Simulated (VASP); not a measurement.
Set up this calculation in VASP 6.6.1, as the native input.

```
Task                   : single point
Functional             : PBE
Potentials or basis    : VASP PAW PBE potentials, release 64 (Ta_pv, N)
Cutoff                 : 520 eV
k mesh                 : 9 × 9 × 5
Occupations            : fermi-dirac, width 0.01 eV
Spin                   : no spin polarisation
Dipole correction      : no
Further INCAR settings : ALGO = Normal; EDIFF = 1e-07; NBANDS = 24
```

The structure of TaN lies in POSCAR:

```
TaN
1.0
    3.0480019786     -0.0457200297     -0.0457200297
   -1.5635956965      2.6625071590     -0.0167346923
   -0.0737700000     -0.0737700000      4.9180000000
Ta N
2 2
Direct
    0.0000000000      0.0000000000      0.0000000000
    0.0000000000      0.0000000000      0.5000000000
    0.3333333333      0.6666666667      0.2500000000
    0.6666666667      0.3333333333      0.7500000000
```

This cell differs from its parent crystal: equal xy, yz and zx shear strains of -3 %.

The input as run:

INCAR

```
SYSTEM = TaN
  PREC = Accurate
  ENCUT = 520
  EDIFF = 1E-7
  ISMEAR = -1
  SIGMA = 0.01
  LREAL = .False.
  LASPH = .True.
  NELM = 80
  ALGO = Normal
  ISIF = 2
  LWAVE = .False.
  LCHARG = .False.
  GGA = PE
  NBANDS = 24
```

KPOINTS

```
regular mesh
0
Gamma
  9 9 5
  0 0 0
```

Potentials or basis: VASP PAW PBE potentials, release 64 (Ta_pv, N).

Launch:

```console
$ cat potpaw_PBE.64/Ta_pv/POTCAR potpaw_PBE.64/N/POTCAR > POTCAR
$ mpirun -np 1 vasp_std > vasp.out
```

Results of the run:

| Quantity | Value |
| --- | --- |
| Pressure | 62.2 GPa |
| Largest force | 0.704 eV/Å |
| Band gap on the k mesh | zero (bands 16 and 17 overlap by 2.39 eV) |

Caveat: the cell differs from its parent crystal (equal xy, yz and zx shear strains of -3 %); the cell stands under pressure; spin-orbit coupling is left out, which moves the levels of the heavy elements.

It took 3.4 min on 1 thread of Intel Xeon 8259CL, with other jobs on the host, peak memory 0.29 GiB.
